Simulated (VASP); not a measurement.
# Zn (P6_3/mmc) in VASP: further runs

The runs below take Zn through single point, with PBE.

All numbers are computed with VASP 6.6.1; they aren't measurements. Logs are shortened: lines on timing, memory, paths and dates and some standing lists are left out, and cuts for length are marked.

## Step 1: The cell of the first run

Symmetry: P6_3/mmc, No. 194, hexagonal system. The conventional cell has a = 2.615 Å, b = 2.615 Å, c = 4.865 Å, α = 90.00°, β = 90.00°, γ = 120.00°. Zn (site symmetry -6m2) has 12 Zn at 2.62 to 2.86 Å within 3.5 Å.

## Step 2: Single point, PBE

Contents of INCAR:

```
SYSTEM = Zn
PREC     = Accurate       ! precision mode
ENCUT    = 520            ! plane-wave cutoff, eV
EDIFF    = 1E-6           ! SCF threshold, eV
ISMEAR   = 1              ! smearing method
SIGMA    = 0.05           ! smearing width, eV
LREAL    = .FALSE.        ! projectors in reciprocal space
LASPH    = .TRUE.         ! aspherical terms in the spheres
NELM     = 60             ! most SCF steps
ALGO     = Normal         ! electronic algorithm
ISIF     = 2              ! what is computed and relaxed
LWAVE    = .FALSE.        ! write WAVECAR
LCHARG   = .FALSE.        ! write CHGCAR
GGA      = PE             ! functional
NBANDS   = 19             ! bands
```

Contents of KPOINTS:

```
Automatic mesh
0
G
  14 14 7
  0 0 0
```

Contents of POSCAR:

```
Zn
1.0
    2.6154949103      0.0000000000      0.0000000000
   -1.3077474551      2.2650850376      0.0000000000
    0.0000000000      0.0000000000      4.8646246159
Zn
2
Direct
    0.3333333333      0.6666666667      0.2500000000
    0.6666666667      0.3333333333      0.7500000000
```

Potentials or basis: VASP PAW PBE potentials, release 64 (Zn).

Run with:

```console
cat potpaw_PBE.64/Zn/POTCAR > POTCAR
mpirun -np 1 vasp_std > vasp.out
```

OUTCAR:

```text
SYSTEM = Zn
   PREC = Accurate
   ENCUT = 520
   EDIFF = 1E-6
   ISMEAR = 1
   LREAL = .FALSE.
   LASPH = .TRUE.
   NELM = 60
   ISIF = 2
   GGA = PE

 ion  position               nearest neighbor table
   1  0.333  0.667  0.250-   2 2.86   2 2.86   2 2.86   2 2.86   2 2.86   2 2.86
   2  0.667  0.333  0.750-   1 2.86   1 2.86   1 2.86   1 2.86   1 2.86   1 2.86

  LATTYP: Found a hexagonal cell.
 ALAT       =     2.6154949103
 C/A-ratio  =     1.8599250936

  Lattice vectors:

 A1 = (   2.6154949103,   0.0000000000,   0.0000000000)
 A2 = (  -1.3077474551,   2.2650850376,   0.0000000000)
 A3 = (   0.0000000000,   0.0000000000,   4.8646246159)

Analysis of symmetry for initial positions (statically):
=====================================================================
 Subroutine PRICEL returns:
 Original cell was already a primitive cell.

 Routine SETGRP: Setting up the symmetry group for a
 hexagonal supercell.

 Subroutine GETGRP returns: Found 24 space group operations
 (whereof 12 operations were pure point group operations)
 out of a pool of 24 trial point group operations.

The static configuration has the point symmetry D_3d.
 The point group associated with its full space group is D_6h.

Analysis of symmetry for dynamics (positions and initial velocities):
=====================================================================
 Subroutine PRICEL returns:
 Original cell was already a primitive cell.

 Routine SETGRP: Setting up the symmetry group for a
 hexagonal supercell.

 Subroutine GETGRP returns: Found 24 space group operations
 (whereof 12 operations were pure point group operations)
 out of a pool of 24 trial point group operations.

The dynamic configuration has the point symmetry D_3d.
 The point group associated with its full space group is D_6h.

 Subroutine INISYM returns: Found 24 space group operations
 (whereof 12 operations are pure point group operations),
 and found     1 'primitive' translations

----------------------------------------------------------------------------------------

                                     Primitive cell

  volume of cell :      28.8196

  direct lattice vectors                    reciprocal lattice vectors
     2.615494910  0.000000000  0.000000000     0.382336817  0.220742264  0.000000000
    -1.307747455  2.265085038  0.000000000     0.000000000  0.441484529  0.000000000
     0.000000000  0.000000000  4.864624616     0.000000000  0.000000000  0.205565707

  length of vectors
     2.615494910  2.615494912  4.864624616     0.441484529  0.441484529  0.205565707

  position of ions in fractional coordinates (direct lattice)
     0.333333333  0.666666667  0.250000000
     0.666666667  0.333333333  0.750000000

  ion indices of the primitive-cell ions
   primitive index   ion index
                 1           1
                 2           2

----------------------------------------------------------------------------------------

 KPOINTS: Automatic mesh

Automatic generation of k-mesh.
 Grid dimensions read from file:
 generate k-points for:   14   14    7

 Generating k-lattice:

  Cartesian coordinates                     Fractional coordinates (reciprocal lattice)
     0.027309773  0.015767305  0.000000000     0.071428571 -0.000000000  0.000000000
     0.000000000  0.031534609  0.000000000     0.000000000  0.071428571  0.000000000
     0.000000000  0.000000000  0.029366530     0.000000000  0.000000000  0.142857143

  Length of vectors
     0.031534609  0.031534609  0.029366530

  Shift w.r.t. Gamma in fractional coordinates (k-lattice)
     0.000000000  0.000000000  0.000000000

 Subroutine IBZKPT returns following result:
 ===========================================

 Found     96 irreducible k-points:

 Following reciprocal coordinates:
            Coordinates               Weight
  0.000000  0.000000  0.000000      1.000000
  0.071429 -0.000000  0.000000      6.000000
  0.142857 -0.000000  0.000000      6.000000
  0.214286 -0.000000  0.000000      6.000000
  0.285714 -0.000000  0.000000      6.000000
  0.357143 -0.000000  0.000000      6.000000
[... 16 lines left out ...]
  0.285714  0.285714  0.000000      6.000000
  0.357143  0.285714  0.000000      6.000000
 [... further k-points ...]
   k-points           NKPTS =     96   k-points in BZ     NKDIM =     96   number of bands    NBANDS=     19
   number of dos      NEDOS =    301   number of ions     NIONS =      2
   total plane-waves  NPLWV =  14400
   dimension x,y,z NGX =    20 NGY =   20 NGZ =   36
   dimension x,y,z NGXF=    40 NGYF=   40 NGZF=   72
   ions per type =               2
   NGX,Y,Z   is equivalent  to a cutoff of  12.71, 12.71, 12.30 a.u.
   NGXF,Y,Z  is equivalent  to a cutoff of  25.42, 25.42, 24.61 a.u.
 SYSTEM =  Zn
   PREC   = accura    normal or accurate (medium, high low for compatibility)
   ISTART =      0    job   : 0-new  1-cont  2-samecut
   ICHARG =      2    charge: 1-file 2-atom 10-const
   ISPIN  =      1    spin polarized calculation?
   LNONCOLLINEAR =      F non collinear calculations
   LSORBIT =      F    spin-orbit coupling
   LASPH  =      T    aspherical Exc in radial PAW
   ENCUT  =  520.0 eV  38.22 Ry    6.18 a.u.   4.86  4.86  9.04*2*pi/ulx,y,z
   NELM   =     60;   NELMIN=  2; NELMDL= -5     # of ELM steps
   EDIFF  = 0.1E-05   stopping-criterion for ELM
   LREAL  =      F    real-space projection
   EDIFFG = 0.1E-04   stopping-criterion for IOM
   NSW    =      0    number of steps for IOM
   IBRION =     -1    ionic relax: 0-MD 1-quasi-New 2-CG
   NFREE  =      0    steps in history (QN), initial steepest desc. (CG)
   ISIF   =      2    stress and relaxation
   ISYM   =      2    0-nonsym 1-usesym 2-fastsym
   POTIM  = 0.5000    time-step for ionic-motion
   TEBEG  =    0.0;   TEEND  =   0.0 temperature during run
   PSTRESS=    0.0 pullay stress
   NELECT =      24.0000    total number of electrons
   NUPDOWN=      -1.0000    fix difference up-down
   EMIN   =  10.00;   EMAX   =-10.00  energy-range for DOS
   EFERMI =   0.00;   METHOD = LEGACY
   ISMEAR =     1;   SIGMA  =   0.05  broadening in eV -4-tet -1-fermi 0-gaus
   EFERMI_NEDOS =   21; number of points for ismear=-14 and -15
   IALGO  =     38    algorithm
   IMIX   =      4    mixing-type and parameters
     AMIX     =   0.40;   BMIX     =  1.00
     AMIX_MAG =   1.60;   BMIX_MAG =  1.00
  volume/ion in A,a.u.               =      14.41        97.24
  Fermi-wavevector in a.u.,A,eV,Ry     =   1.540220  2.910593 32.276784  2.372277
  Thomas-Fermi vector in A             =   2.646337
   LORBIT       =      0    0 simple, 1 ext, 2 COOP (PROOUT), +10 PAW based schemes
   GGA     = PE    functional components
   LHFCALC =     F    Hartree Fock is set to
   AEXX    =    0.0000 exact exchange contribution
   IVDW    =     0    specifies the selected vdW correction
   LEPSILON=     F    determine dielectric tensor
   LRPA    =     F    only Hartree local field effects (RPA)
 non-spin polarized calculation
 Methfessel and Paxton  Order N= 1 SIGMA  =   0.05
  energy-cutoff  :      520.00
  volume of cell :       28.82
 maximum number of plane-waves:       796
 NGX is ok and might be reduce to    20
   NGX =  9   NGY =  9   NGZ = 19

 number of electron      24.0000035 magnetization

 Free energy of the ion-electron system (eV)
  ---------------------------------------------------
  ext. energy  EPLUGINS =         0.00000000
  ---------------------------------------------------
  free energy    TOTEN  =        -2.18382595 eV

  energy without entropy =       -2.18389248  energy(sigma->0) =       -2.18384813

 E-fermi :   3.4067     XC(G=0): -11.8374

 val. band max:        3.3843241597   @ k =   0.3571   0.2857   0.2857
 cond. band min:       3.4497403015   @ k =   0.2143  -0.0000   0.1429
 fundamental gap:      0.0654161418
 Fermi energy:         3.4066799179

 k-point     1 :       0.0000    0.0000    0.0000
  band No.  band energies     occupation
      1      -7.3344      2.00000
      2      -5.3639      2.00000
      3      -4.5816      2.00000
      4      -4.3252      2.00000
      5      -4.3252      2.00000
      6      -4.2700      2.00000
[... 11 lines left out ...]
     18      23.2209      0.00000
     19      23.3420      0.00000

 k-point     2 :       0.0714   -0.0000    0.0000
  band No.  band energies     occupation
      1      -7.1771      2.00000
      2      -5.2922      2.00000
      3      -4.5646      2.00000
      4      -4.3417      2.00000
      5      -4.2880      2.00000
      6      -4.2862      2.00000
[... 11 lines left out ...]
     18      22.1069      0.00000
     19      24.6271      0.00000

 k-point     3 :       0.1429   -0.0000    0.0000
  band No.  band energies     occupation
      1      -6.7161      2.00000
      2      -5.1099      2.00000
      3      -4.5347      2.00000
      4      -4.3767      2.00000
      5      -4.3043      2.00000
      6      -4.1754      2.00000
[... 11 lines left out ...]
     18      20.8469      0.00000
     19      22.2724      0.00000

 k-point     4 :       0.2143   -0.0000    0.0000
  band No.  band energies     occupation
      1      -6.0074      2.00000
      2      -4.9409      2.00000
      3      -4.4967      2.00000
      4      -4.4128      2.00000
      5      -4.3546      2.00000
      6      -4.1893      2.00000
[... 407 lines left out ...]
     18      13.4415      0.00000
     19      14.7529      0.00000

 k-point    23 :       0.2857    0.2857    0.0000
  band No.  band energies     occupation
      1      -4.7373      2.00000
      2      -4.6431      2.00000
      3      -4.5762      2.00000
      4      -4.3690      2.00000
      5      -4.3236      2.00000
      6      -4.2711      2.00000
[... 11 lines left out ...]
     18      11.5914      0.00000
     19      13.3390      0.00000

 k-point    24 :       0.3571    0.2857    0.0000
  band No.  band energies     occupation
      1      -4.7293      2.00000
      2      -4.6051      2.00000
      3      -4.5417      2.00000
      4      -4.3582      2.00000
      5      -4.3443      2.00000
      6      -4.3317      2.00000
[... 11 lines left out ...]
     18      11.1241      0.00000
     19      12.8776      0.00000

 [... further k-points ...]

------------------------ aborting loop because EDIFF is reached ----------------------------------------

  FORCE on cell =-STRESS in cart. coord.  units (eV):
  Direction    XX          YY          ZZ          XY          YZ          ZX
  --------------------------------------------------------------------------------------
  -------------------------------------------------------------------------------------
  Total        1.1216682      1.1216682      0.2324604      0.0000000     -0.0000000     -0.0000000
  in kB       62.3572922     62.3572923     12.9232555      0.0000000     -0.0000000     -0.0000000
  external PRESSURE =      45.8792800 kB  Pullay stress =       0.0000000 kB

 VOLUME and BASIS-vectors are now :
 -----------------------------------------------------------------------------
  energy-cutoff  :      520.00
  volume of cell :       28.82
      direct lattice vectors                 reciprocal lattice vectors
     2.615494910  0.000000000  0.000000000     0.382336817  0.220742264  0.000000000
    -1.307747455  2.265085038  0.000000000     0.000000000  0.441484529  0.000000000
     0.000000000  0.000000000  4.864624616     0.000000000  0.000000000  0.205565707

 POSITION                                       TOTAL-FORCE (eV/Angst)
 -----------------------------------------------------------------------------------
     -0.00000      1.51006      1.21616        -0.000000      0.000000      0.000000
      1.30775      0.75503      3.64847         0.000000     -0.000000      0.000000
 -----------------------------------------------------------------------------------
    total drift:                               -0.000000      0.000000     -0.000000

  FREE ENERGIE OF THE ION-ELECTRON SYSTEM (eV)
  ---------------------------------------------------
  free  energy   TOTEN  =        -2.1838259537 eV

  energy  without entropy=       -2.1838924815  energy(sigma->0) =       -2.18384813
```

It took 15 s on 1 thread of Intel Xeon 6975P-C (Granite Rapids), shared host; peak memory 0.16 GiB.

Results:

* Free energy: -2.1838 eV
* Pressure: 4.6 GPa
* Band gap on the k mesh: zero (band 12 reaches 4.98 eV, above the bottom of band 13 at 0.49 eV)

## Step 3: Single point, PBE

This run uses another cell than the first one, of 14.72 Å³/atom, 1.021 times its volume.

Contents of INCAR:

```
ALGO     = Normal         # electronic algorithm
EDIFF    = 1E-6           # SCF threshold, eV
ENCUT    = 520            # plane-wave cutoff, eV
GGA      = PE             # functional
ISIF     = 2              # what is computed and relaxed
ISMEAR   = 1              # smearing method
LASPH    = True           # aspherical terms in the spheres
LCHARG   = False          # write CHGCAR
LREAL    = False          # projectors in reciprocal space
LWAVE    = False          # write WAVECAR
NBANDS   = 19             # bands
NELM     = 60             # most SCF steps
PREC     = Accurate       # precision mode
SIGMA    = 0.05           # smearing width, eV
```

Contents of KPOINTS:

```
k-points
0
Gamma
  14 14 7
```

Contents of POSCAR:

```
Zn
1.0
    2.6339144954      0.0000000000      0.0000000000
   -1.3169572477      2.2810368663      0.0000000000
    0.0000000000      0.0000000000      4.8988836645
Zn
2
Direct
    0.3333333333      0.6666666667      0.2500000000
    0.6666666667      0.3333333333      0.7500000000
```

Potentials or basis: VASP PAW PBE potentials, release 64 (Zn).

Run with:

```console
cat potpaw_PBE.64/Zn/POTCAR > POTCAR
mpirun -np 1 vasp_std > vasp.out
```

Run time: 16 s. Hardware: 1 thread of Intel Xeon 6975P-C (Granite Rapids), shared host; peak memory 0.16 GiB.

Results (log left out):

```yaml
Free_energy: -2.1975 eV
Pressure: 2.6 GPa
Band_gap_on_the_k_mesh: zero (band 12 reaches 4.80 eV, above the bottom of band 13 at 0.31 eV)
```

Stress tensor (GPa, compression positive):
```
 4.03  0.00  0.00
 0.00  4.03  0.00
 0.00  0.00 -0.16
```

Levels at points of the mesh, in eV from the Fermi level:
```
           k point  band 8  band 9  band 10  band 11  band 12  band 13  band 14  band 15  band 16  band 17
(0.00, 0.00, 0.00)   -7.28   -7.28    -7.06    -7.06    -3.72    -2.95    13.94    17.63    17.99    17.99
(0.50, 0.00, 0.00)   -7.08   -6.88    -6.85    -2.85    -2.09     2.78     3.66     4.37     5.87    10.46
```

(Part 1 of 2 ends here.)
